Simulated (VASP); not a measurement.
# Zr3NbTe2 (P6mm) in VASP: single point with PBE

Aim: the single point of Zr3NbTe2 with PBE.

Everything below comes from runs of VASP 6.6.1. Logs are shortened: lines on timing, memory, paths and dates and some standing lists are left out, and cuts for length are marked.

## 1. The cell of the first run

The structure is hexagonal, space group P6mm (No. 183). Conventional cell: a = 6.101 Å, b = 6.101 Å, c = 4.737 Å, α = 90.00°, β = 90.00°, γ = 120.00°. Zr (site symmetry 2mm) has 4 Te at 2.95 to 2.96 Å and 4 Zr at 3.05 Å and 2 Nb at 3.28 Å within 3.9 Å. Within 4.3 Å of Nb (site symmetry 6mm) lie 6 Zr at 3.28 Å and 6 Te at 3.71 Å. Within 3.9 Å of Te (site symmetry 3m) lie 6 Zr at 2.95 to 2.96 Å and 3 Te at 3.52 Å and 3 Nb at 3.71 Å.

## 2. Single point, PBE, collinear spin, ferromagnetic start

The input, INCAR:

```
SYSTEM = Zr3NbTe2
PREC = Accurate
ENCUT = 520
EDIFF = 1E-7
ISMEAR = 0
SIGMA = 0.1
LREAL = .False.
LASPH = .True.
NELM = 150
ALGO = Normal
ISIF = 2
LWAVE = .False.
LCHARG = .False.
ISPIN = 2
MAGMOM = 0 0 0 1.72 0 0
LORBIT = 11
LMAXMIX = 4
GGA = PE
NBANDS = 44
```

The input, KPOINTS:

```
Automatic mesh
0
Gamma
  6 6 8
  0 0 0
```

The input, POSCAR:

```
Zr3NbTe2
1.0
    6.1007009301      0.0000000000      0.0000000000
   -3.0503504651      5.2833619864      0.0000000000
    0.0000000000      0.0000000000      4.7365465726
Zr Nb Te
3 1 2
Direct
    0.0000000000      0.5000000000     -0.0143779066
    0.5000000000      0.0000000000     -0.0143779066
    0.5000000000      0.5000000000     -0.0143779066
    0.0000000000      0.0000000000      0.2393419087
    0.6666666667      0.3333333333      0.4868933605
    0.3333333333      0.6666666667      0.4868933605
```

Potentials or basis: VASP PAW PBE potentials, release 64 (Zr_sv, Nb_sv, Te).

Launch:

```bash
cat potpaw_PBE.64/Zr_sv/POTCAR potpaw_PBE.64/Nb_sv/POTCAR potpaw_PBE.64/Te/POTCAR > POTCAR
mpirun -np 1 vasp_std > vasp.out
```

OUTCAR:

```text
SYSTEM = Zr3NbTe2
   PREC = Accurate
   ENCUT = 520
   EDIFF = 1E-7
   ISMEAR = 0
   LREAL = .False.
   LASPH = .True.
   NELM = 150
   ISIF = 2
   ISPIN = 2
   LORBIT = 11
   GGA = PE

 ion  position               nearest neighbor table
   1  0.000  0.500  0.986-   5 2.95   6 2.95   5 2.96   6 2.96   3 3.05   3 3.05   2 3.05   2 3.05
                             4 3.28   4 3.28
   2  0.500  0.000  0.986-   5 2.95   6 2.95   5 2.96   6 2.96   1 3.05   1 3.05   3 3.05   3 3.05
                             4 3.28   4 3.28
   3  0.500  0.500  0.986-   5 2.95   6 2.95   5 2.96   6 2.96   1 3.05   1 3.05   2 3.05   2 3.05
                             4 3.28   4 3.28
   4  0.000  0.000  0.239-   2 3.28   2 3.28   3 3.28   3 3.28   1 3.28   1 3.28
   5  0.667  0.333  0.487-   1 2.95   2 2.95   3 2.95   1 2.96   2 2.96   3 2.96   6 3.52   6 3.52
                             6 3.52
   6  0.333  0.667  0.487-   1 2.95   2 2.95   3 2.95   1 2.96   2 2.96   3 2.96   5 3.52   5 3.52
                             5 3.52

  LATTYP: Found a hexagonal cell.
 ALAT       =     6.1007009301
 C/A-ratio  =     0.7763938319

  Lattice vectors:

 A1 = (   6.1007009301,   0.0000000000,   0.0000000000)
 A2 = (  -3.0503504651,   5.2833619864,   0.0000000000)
 A3 = (   0.0000000000,   0.0000000000,   4.7365465726)

Analysis of symmetry for initial positions (statically):
=====================================================================
 Subroutine PRICEL returns:
 Original cell was already a primitive cell.

 Routine SETGRP: Setting up the symmetry group for a
 hexagonal supercell.

 Subroutine GETGRP returns: Found 12 space group operations
 (whereof 12 operations were pure point group operations)
 out of a pool of 24 trial point group operations.

The static configuration has the point symmetry C_6v.

Analysis of symmetry for dynamics (positions and initial velocities):
=====================================================================
 Subroutine PRICEL returns:
 Original cell was already a primitive cell.

 Routine SETGRP: Setting up the symmetry group for a
 hexagonal supercell.

 Subroutine GETGRP returns: Found 12 space group operations
 (whereof 12 operations were pure point group operations)
 out of a pool of 24 trial point group operations.

The dynamic configuration has the point symmetry C_6v.

Analysis of structural, dynamic, and magnetic symmetry:
=====================================================================
 Subroutine PRICEL returns:
 Original cell was already a primitive cell.

 Routine SETGRP: Setting up the symmetry group for a
 hexagonal supercell.

[... 152 lines left out ...]

 number of electron      61.0000002 magnetization       0.0008958

 Free energy of the ion-electron system (eV)
  ---------------------------------------------------
  ext. energy  EPLUGINS =         0.00000000
  ---------------------------------------------------
  free energy    TOTEN  =       -41.22697952 eV

  energy without entropy =      -41.19141981  energy(sigma->0) =      -41.20919966

 E-fermi :   8.6322     XC(G=0): -10.4818

 val. band max:        8.6230759827   @ k =   0.3333   0.3333   0.2500
 cond. band min:       8.6404189364   @ k =   0.3333   0.1667   0.3750
 fundamental gap:      0.0173429537
 Fermi energy:         8.6321667573

 spin component 1

 k-point     1 :       0.0000    0.0000    0.0000
  band No.  band energies     occupation
      1     -46.7273      1.00000
      2     -40.3482      1.00000
      3     -40.2215      1.00000
      4     -40.2215      1.00000
      5     -22.8429      1.00000
      6     -22.6911      1.00000
[... 1069 lines left out ...]
     41      11.1277      0.00000
     42      11.3218      0.00000

 [... further k-points ...]

 spin component 2

 k-point     1 :       0.0000    0.0000    0.0000
  band No.  band energies     occupation
      1     -46.7267      1.00000
      2     -40.3483      1.00000
      3     -40.2216      1.00000
      4     -40.2216      1.00000
      5     -22.8424      1.00000
      6     -22.6904      1.00000
[... 1069 lines left out ...]
     41      11.1278      0.00000
     42      11.3219      0.00000

 [... further k-points ...]

 [bands above 42 left out]

------------------------ aborting loop because EDIFF is reached ----------------------------------------

  FORCE on cell =-STRESS in cart. coord.  units (eV):
  Direction    XX          YY          ZZ          XY          YZ          ZX
  --------------------------------------------------------------------------------------
  -------------------------------------------------------------------------------------
  Total       -0.5538567     -0.5538567     -0.6434181      0.0000000     -0.0000000      0.0000000
  in kB       -5.8124080     -5.8124080     -6.7523032      0.0000000     -0.0000000      0.0000000
  external PRESSURE =      -6.1257064 kB  Pullay stress =       0.0000000 kB

 VOLUME and BASIS-vectors are now :
 -----------------------------------------------------------------------------
  energy-cutoff  :      520.00
  volume of cell :      152.67
      direct lattice vectors                 reciprocal lattice vectors
     6.100700930  0.000000000  0.000000000     0.163915591  0.094636711  0.000000000
    -3.050350465  5.283361986  0.000000000     0.000000000  0.189273421  0.000000000
     0.000000000  0.000000000  4.736546573     0.000000000  0.000000000  0.211124283

 POSITION                                       TOTAL-FORCE (eV/Angst)
 -----------------------------------------------------------------------------------
     -1.52518      2.64168      4.66844         0.000000     -0.000000     -0.054125
      3.05035      0.00000      4.66844         0.000000     -0.000000     -0.054125
      1.52518      2.64168      4.66844         0.000000     -0.000000     -0.054125
      0.00000      0.00000      1.13365        -0.000000      0.000000      0.221721
      3.05035      1.76112      2.30619        -0.000000      0.000000     -0.029672
     -0.00000      3.52224      2.30619         0.000000     -0.000000     -0.029672
 -----------------------------------------------------------------------------------
    total drift:                               -0.000000     -0.000000      0.001071

  FREE ENERGIE OF THE ION-ELECTRON SYSTEM (eV)
  ---------------------------------------------------
  free  energy   TOTEN  =       -41.2269795195 eV

  energy  without entropy=      -41.1914198057  energy(sigma->0) =      -41.20919966

 total charge

# of ion       s       p       d       tot
------------------------------------------
    1        2.183   5.959   1.748   9.890
    2        2.183   5.959   1.748   9.890
    3        2.183   5.959   1.748   9.890
    4        2.174   5.915   2.374  10.463
    5        1.341   2.055   0.077   3.473
    6        1.341   2.055   0.077   3.473
--------------------------------------------------
tot         11.405  27.903   7.771  47.079

 magnetization (x)

# of ion       s       p       d       tot
------------------------------------------
    1       -0.000   0.000  -0.000  -0.000
    2       -0.000   0.000  -0.000  -0.000
    3       -0.000   0.000  -0.000  -0.000
    4        0.000   0.000   0.001   0.001
    5        0.000   0.000  -0.000   0.000
    6        0.000   0.000  -0.000   0.000
--------------------------------------------------
tot          0.000   0.000   0.001   0.001
```

OSZICAR:

```text
N       E                     dE             d eps       ncg     rms          rms(c)
DAV:   1     0.587789631229E+03    0.58779E+03   -0.30091E+04  6176   0.131E+03
DAV:   2     0.120891802736E+02   -0.57570E+03   -0.55249E+03  7400   0.418E+02
DAV:   3    -0.379640560856E+02   -0.50053E+02   -0.48644E+02 10152   0.992E+01
DAV:   4    -0.430142791310E+02   -0.50502E+01   -0.49955E+01  9852   0.273E+01
[... 17 lines left out ...]
DAV:  22    -0.412269797301E+02    0.74143E-05   -0.11621E-04  8528   0.231E-02    0.615E-03
DAV:  23    -0.412269793636E+02    0.36648E-06   -0.54244E-05  9148   0.168E-02    0.145E-03
DAV:  24    -0.412269796135E+02   -0.24985E-06   -0.31283E-06  8412   0.601E-03    0.160E-03
DAV:  25    -0.412269795195E+02    0.93948E-07   -0.96195E-07  6808   0.261E-03
   1 F= -.41226980E+02 E0= -.41209200E+02  d E =-.355597E-01  mag=    -0.0002
```

stdout:

```text
POSCAR found type information on POSCAR ZrNbTe
 POSCAR found :  3 types and       6 ions
 scaLAPACK will be used
 LDA part: xc-table for (Slater+PW92), standard interpolation
 POSCAR, INCAR and KPOINTS ok, starting setup
 FFT: planning ... GRIDC
 FFT: planning ... GRID_SOFT
 FFT: planning ... GRID
 WAVECAR not read
 entering main loop
```

Wall time 11 min (1 thread of Intel Xeon Platinum 8488C (Sapphire Rapids), shared host); peak memory 0.59 GiB.

What came out:

```yaml
Free_energy: -41.2270 eV
Pressure: -0.6 GPa
Largest_force: 0.222 eV/Å
Net_moment: 0.00 μB per cell
Valence_electrons_inside_the_program's_atomic_spheres: Zr 9.89; Nb 10.46; Te 3.47
```

Forces on the atoms (eV/Å):
```
Zr   0.000  0.000 -0.054
Zr   0.000  0.000 -0.054
Zr   0.000  0.000 -0.054
Nb   0.000  0.000  0.222
Te   0.000  0.000 -0.030
Te   0.000  0.000 -0.030
```

Caveat: spin-orbit coupling is left out, which moves the levels of the heavy elements.
